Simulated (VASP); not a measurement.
# Ti12H (a cell with a defect) in VASP: single point with PBEsol

Aim: the single point of Ti12H (a cell with a defect) with PBEsol.

Program: VASP 6.6.1. These are calculated values, not measurements. Logs are shortened: lines on timing, memory, paths and dates and some standing lists are left out, and cuts for length are marked.

### 1 The cell of the first run

The cell holds a defect, 13 atoms: a = 5.900 Å, b = 8.850 Å, c = 4.685 Å, α = 90.00°, β = 90.00°, γ = 120.00°.

### 2 Single point, PBEsol

Input file INCAR:

```
SYSTEM = Ti12H
  ALGO = Normal
  EDIFF = 1E-7
  ENCUT = 520
  GGA = PS
  ISIF = 2
  ISMEAR = 0
  LASPH = .True.
  LCHARG = .True.
  LELF = .True.
  LREAL = .False.
  LVHAR = .True.
  LWAVE = .False.
  NBANDS = 84
  NELM = 60
  PREC = Accurate
  SIGMA = 0.1
```

Input file KPOINTS:

```
k-points
0
Gamma
  4 3 5
  0 0 0
```

Input file POSCAR:

```
Ti12H
1.0
    5.9000000000      0.0000000000      0.0000000000
   -4.4250000000      7.6643250000      0.0000000000
    0.0000000000      0.0000000000      4.6846000000
Ti H
12 1
Direct
    0.0005749935      0.0006932117      0.0025327669
    0.1644900109      0.2201430654      0.5007804295
    0.0031229609      0.3308570553      0.0009898390
    0.1756154907      0.5586992984      0.5001400333
    0.0027268593      0.6704636090     -0.0004894762
    0.1683166021      0.8903231531      0.4998516415
    0.4981419772     -0.0013356688      0.0011463092
    0.6634125970      0.2182129542      0.5009682790
    0.4915823086      0.3304921177      0.0006143534
    0.6630391764      0.5581869245      0.5006329249
    0.5019235007      0.6689221817      0.0006969645
    0.6657086676      0.8882655681      0.4988199633
    0.8326382598      0.4446525950      0.6266601204
```

Potentials or basis: VASP PAW PBE potentials, release 64 (Ti_sv, H).

On the command line:

```sh
$ cat potpaw_PBE.64/Ti_sv/POTCAR potpaw_PBE.64/H/POTCAR > POTCAR
$ mpirun -np 1 vasp_std > vasp.out
```

OUTCAR:

```text
SYSTEM = Ti12H
   EDIFF = 1E-7
   ENCUT = 520
   GGA = PS
   ISIF = 2
   ISMEAR = 0
   LASPH = .True.
   LREAL = .False.
   NELM = 60
   PREC = Accurate

 ion  position               nearest neighbor table
   1  0.001  0.001  0.003-   2 2.88   6 2.89  12 2.89   2 2.89   6 2.91   9 2.91   3 2.91  12 2.91

   2  0.164  0.220  0.501-   9 2.88   1 2.88   3 2.88   9 2.88   3 2.88   1 2.89
   3  0.003  0.331  0.001-   2 2.88   2 2.88   9 2.88   1 2.91   8 2.92   8 2.92   4 2.92
   4  0.176  0.559  0.500-  13 1.85  11 2.87  11 2.88  10 2.88  12 2.90   5 2.92   3 2.92   5 2.92

   5  0.003  0.670  1.000-   6 2.88   6 2.89  10 2.91   7 2.91   4 2.92  10 2.92   4 2.92
   6  0.168  0.890  0.500-   7 2.88   5 2.88   1 2.89   5 2.89   7 2.89   1 2.91   8 2.91
   7  0.498  0.999  0.001-   6 2.88   8 2.88   8 2.88  12 2.89   6 2.89  12 2.90   5 2.91
   8  0.663  0.218  0.501-  13 1.83   7 2.88   7 2.88   6 2.91   3 2.92   3 2.92   9 2.92   9 2.92

   9  0.492  0.330  0.001-   2 2.88   2 2.88   3 2.88   1 2.91   8 2.92   8 2.92
  10  0.663  0.558  0.501-  13 1.83  11 2.88   4 2.88  11 2.88   5 2.91  12 2.91   5 2.92
  11  0.502  0.669  0.001-   4 2.87  12 2.88   4 2.88  10 2.88  10 2.88  12 2.89
  12  0.666  0.888  0.499-  11 2.88   1 2.89   7 2.89  11 2.89   4 2.90   7 2.90  10 2.91   1 2.91

  13  0.833  0.445  0.627-   8 1.83  10 1.83   4 1.85

  LATTYP: Found a simple monoclinic cell.
 ALAT       =     5.9000000000
 B/A-ratio  =     0.7940000000
 C/A-ratio  =     1.3228756849
 COS(beta)  =    -0.1889822323

  Lattice vectors:

 A1 = (   5.9000000000,   0.0000000000,   0.0000000000)
 A2 = (   0.0000000000,   0.0000000000,   4.6846000000)
 A3 = (  -1.4750000000,  -7.6643250000,   0.0000000000)

Analysis of symmetry for initial positions (statically):
=====================================================================
 Subroutine PRICEL returns:
 Original cell was already a primitive cell.

 Routine SETGRP: Setting up the symmetry group for a
 simple monoclinic supercell.

 Subroutine GETGRP returns: Found  1 space group operations
 (whereof  1 operations were pure point group operations)
 out of a pool of  4 trial point group operations.

The static configuration has the point symmetry C_1 .

Analysis of symmetry for dynamics (positions and initial velocities):
=====================================================================
 Subroutine PRICEL returns:
 Original cell was already a primitive cell.

 Routine SETGRP: Setting up the symmetry group for a
 simple monoclinic supercell.

 Subroutine GETGRP returns: Found  1 space group operations
 (whereof  1 operations were pure point group operations)
 out of a pool of  4 trial point group operations.

The dynamic configuration has the point symmetry C_1 .

 Subroutine INISYM returns: Found  1 space group operations
 (whereof  1 operations are pure point group operations),
 and found     1 'primitive' translations

----------------------------------------------------------------------------------------

                                     Primitive cell

  volume of cell :     211.8354

  direct lattice vectors                    reciprocal lattice vectors
     5.900000000  0.000000000  0.000000000     0.169491525  0.097855976  0.000000000
    -4.425000000  7.664325000  0.000000000     0.000000000  0.130474634  0.000000000
     0.000000000  0.000000000  4.684600000     0.000000000  0.000000000  0.213465397

  length of vectors
     5.900000000  8.850000153  4.684600000     0.195711955  0.130474634  0.213465397

  position of ions in fractional coordinates (direct lattice)
     0.000574994  0.000693212  0.002532767
     0.164490011  0.220143065  0.500780429
     0.003122961  0.330857055  0.000989839
     0.175615491  0.558699298  0.500140033
     0.002726859  0.670463609  0.999510524
     0.168316602  0.890323153  0.499851642
     0.498141977  0.998664331  0.001146309
     0.663412597  0.218212954  0.500968279
     0.491582309  0.330492118  0.000614353
     0.663039176  0.558186924  0.500632925
     0.501923501  0.668922182  0.000696965
     0.665708668  0.888265568  0.498819963
     0.832638260  0.444652595  0.626660120

  ion indices of the primitive-cell ions
   primitive index   ion index
                 1           1
                 2           2
                 3           3
                 4           4
                 5           5
                 6           6
                 7           7
                 8           8
                 9           9
                10          10
                11          11
                12          12
                13          13

----------------------------------------------------------------------------------------

 KPOINTS: k-points

Automatic generation of k-mesh.
 Grid dimensions read from file:
 generate k-points for:    4    3    5

 Generating k-lattice:

  Cartesian coordinates                     Fractional coordinates (reciprocal lattice)
     0.042372881  0.024463994  0.000000000     0.250000000  0.000000000  0.000000000
     0.000000000  0.043491545  0.000000000     0.000000000  0.333333333  0.000000000
     0.000000000  0.000000000  0.042693079     0.000000000  0.000000000  0.200000000

  Length of vectors
     0.048927989  0.043491545  0.042693079

  Shift w.r.t. Gamma in fractional coordinates (k-lattice)
     0.000000000  0.000000000  0.000000000

 Subroutine IBZKPT returns following result:
 ===========================================

 Found     31 irreducible k-points:

 Following reciprocal coordinates:
            Coordinates               Weight
  0.000000  0.000000  0.000000      1.000000
  0.250000  0.000000  0.000000      2.000000
  0.500000  0.000000  0.000000      1.000000
  0.000000  0.333333  0.000000      2.000000
  0.250000  0.333333  0.000000      2.000000
  0.500000  0.333333  0.000000      2.000000
[... 16 lines left out ...]
  0.500000  0.000000  0.400000      2.000000
  0.000000  0.333333  0.400000      2.000000
 [... further k-points ...]
   k-points           NKPTS =     31   k-points in BZ     NKDIM =     31   number of bands    NBANDS=     84
   number of dos      NEDOS =    301   number of ions     NIONS =     13
   total plane-waves  NPLWV = 120960
   dimension x,y,z NGX =    48 NGY =   70 NGZ =   36
   dimension x,y,z NGXF=    96 NGYF=  140 NGZF=   72
   ions per type =              12   1
   NGX,Y,Z   is equivalent  to a cutoff of  13.53, 13.15, 12.78 a.u.
   NGXF,Y,Z  is equivalent  to a cutoff of  27.05, 26.30, 25.55 a.u.
 SYSTEM =  Ti12H
   PREC   = accura    normal or accurate (medium, high low for compatibility)
   ISTART =      0    job   : 0-new  1-cont  2-samecut
   ICHARG =      2    charge: 1-file 2-atom 10-const
   ISPIN  =      1    spin polarized calculation?
   LNONCOLLINEAR =      F non collinear calculations
   LSORBIT =      F    spin-orbit coupling
   LASPH  =      T    aspherical Exc in radial PAW
   ENCUT  =  520.0 eV  38.22 Ry    6.18 a.u.  10.97 16.46  8.71*2*pi/ulx,y,z
   NELM   =     60;   NELMIN=  2; NELMDL= -5     # of ELM steps
   EDIFF  = 0.1E-06   stopping-criterion for ELM
   LREAL  =      F    real-space projection
   EDIFFG = 0.1E-05   stopping-criterion for IOM
   NSW    =      0    number of steps for IOM
   IBRION =     -1    ionic relax: 0-MD 1-quasi-New 2-CG
   NFREE  =      0    steps in history (QN), initial steepest desc. (CG)
   ISIF   =      2    stress and relaxation
   ISYM   =      2    0-nonsym 1-usesym 2-fastsym
   POTIM  = 0.5000    time-step for ionic-motion
   TEBEG  =    0.0;   TEEND  =   0.0 temperature during run
   PSTRESS=    0.0 pullay stress
   NELECT =     145.0000    total number of electrons
   NUPDOWN=      -1.0000    fix difference up-down
   EMIN   =  10.00;   EMAX   =-10.00  energy-range for DOS
   EFERMI =   0.00;   METHOD = LEGACY
   ISMEAR =     0;   SIGMA  =   0.10  broadening in eV -4-tet -1-fermi 0-gaus
   EFERMI_NEDOS =   21; number of points for ismear=-14 and -15
   IALGO  =     38    algorithm
   IMIX   =      4    mixing-type and parameters
     AMIX     =   0.40;   BMIX     =  1.00
     AMIX_MAG =   1.60;   BMIX_MAG =  1.00
  volume/ion in A,a.u.               =      16.30       109.96
  Fermi-wavevector in a.u.,A,eV,Ry     =   1.442773  2.726446 28.321806  2.081594
  Thomas-Fermi vector in A             =   2.561256
   LORBIT       =      0    0 simple, 1 ext, 2 COOP (PROOUT), +10 PAW based schemes
   GGA     = PS    functional components
   LHFCALC =     F    Hartree Fock is set to
   AEXX    =    0.0000 exact exchange contribution
   IVDW    =     0    specifies the selected vdW correction
   LEPSILON=     F    determine dielectric tensor
   LRPA    =     F    only Hartree local field effects (RPA)
 non-spin polarized calculation
 Gauss-broadening in eV      SIGMA  =   0.10
  energy-cutoff  :      520.00
  volume of cell :      211.84
 maximum number of plane-waves:      5724
 NGX is ok and might be reduce to    48
   NGX = 21   NGY = 33   NGZ = 17

 number of electron     144.9999998 magnetization

 Free energy of the ion-electron system (eV)
  ---------------------------------------------------
  ext. energy  EPLUGINS =         0.00000000
  ---------------------------------------------------
  free energy    TOTEN  =      -103.42676451 eV

  energy without entropy =     -103.35550363  energy(sigma->0) =     -103.39113407

 E-fermi :   8.1212     XC(G=0): -11.6101

 val. band max:        8.1188345724   @ k =   0.5000  -0.3333   0.4000
 cond. band min:       8.1334537285   @ k =  -0.2500   0.0000   0.2000
 fundamental gap:      0.0146191560
 Fermi energy:         8.1212157747

 k-point     1 :       0.0000    0.0000    0.0000
  band No.  band energies     occupation
      1     -48.5458      2.00000
      2     -48.4932      2.00000
      3     -48.4685      2.00000
      4     -48.4515      2.00000
      5     -48.4060      2.00000
      6     -48.4003      2.00000
[... 2077 lines left out ...]
     83       8.9679      0.00000
     84       9.0497      0.00000

 [... further k-points ...]
[... 5 lines left out ...]
  --------------------------------------------------------------------------------------
  -------------------------------------------------------------------------------------
  Total       -5.9306195     -5.5423937     -6.5518300     -0.0314123     -0.0129527      0.0483659
  in kB      -44.8551390    -41.9188649    -49.5535494     -0.2375808     -0.0979656      0.3658064
  external PRESSURE =     -45.4425178 kB  Pullay stress =       0.0000000 kB

 VOLUME and BASIS-vectors are now :
 -----------------------------------------------------------------------------
  energy-cutoff  :      520.00
  volume of cell :      211.84
      direct lattice vectors                 reciprocal lattice vectors
     5.900000000  0.000000000  0.000000000     0.169491525  0.097855976  0.000000000
    -4.425000000  7.664325000  0.000000000     0.000000000  0.130474634  0.000000000
     0.000000000  0.000000000  4.684600000     0.000000000  0.000000000  0.213465397

 POSITION                                       TOTAL-FORCE (eV/Angst)
 -----------------------------------------------------------------------------------
      0.00032      0.00531      0.01186         0.010297      0.027943      0.016976
     -0.00364      1.68725      2.34596        -0.005548     -0.042077     -0.034132
     -1.44562      2.53580      0.00464         0.229606     -0.095932     -0.010079
     -1.43611      4.28205      2.34296         0.002371      0.041000     -0.199922
     -2.95071      5.13865      4.68231         0.004952      0.224847     -0.023081
     -2.94661      6.82373      2.34160        -0.058655     -0.035622     -0.035852
     -1.48005      7.65409      0.00537        -0.003932      0.035872     -0.022803
      2.94854      1.67246      2.34684         0.004452     -0.190763     -0.221194
      1.43791      2.53300      0.00288        -0.245009     -0.114316     -0.007044
      1.44195      4.27813      2.34526        -0.072059      0.091102     -0.239065
      0.00137      5.12684      0.00326         0.014042     -0.050270     -0.045412
     -0.00289      6.80796      2.33677         0.049648      0.069034     -0.033784
      2.94498      3.40796      2.93565         0.069834      0.039183      0.855393
 -----------------------------------------------------------------------------------
    total drift:                                0.000034     -0.000097      0.000295

  FREE ENERGIE OF THE ION-ELECTRON SYSTEM (eV)
  ---------------------------------------------------
  free  energy   TOTEN  =      -103.4267645070 eV

  energy  without entropy=     -103.3555036266  energy(sigma->0) =     -103.39113407
```

Wall time 17 min (1 thread of Intel Xeon Platinum 8259CL at 2.50GHz (Skylake/Cascade Lake), shared host); peak memory 0.57 GiB.

Results:

* Free energy: -103.4268 eV
* Pressure: -4.5 GPa
* Largest force: 0.859 eV/Å

Forces on the atoms (eV/Å):
```
Ti   0.010  0.028  0.017
Ti  -0.006 -0.042 -0.034
Ti   0.230 -0.096 -0.010
Ti   0.002  0.041 -0.200
Ti   0.005  0.225 -0.023
Ti  -0.059 -0.036 -0.036
Ti  -0.004  0.036 -0.023
Ti   0.004 -0.191 -0.221
Ti  -0.245 -0.114 -0.007
Ti  -0.072  0.091 -0.239
Ti   0.014 -0.050 -0.045
Ti   0.050  0.069 -0.034
H    0.070  0.039  0.855
```

Caveat: the PAW data sets were made with another functional, which shifts forces and pressure a little.
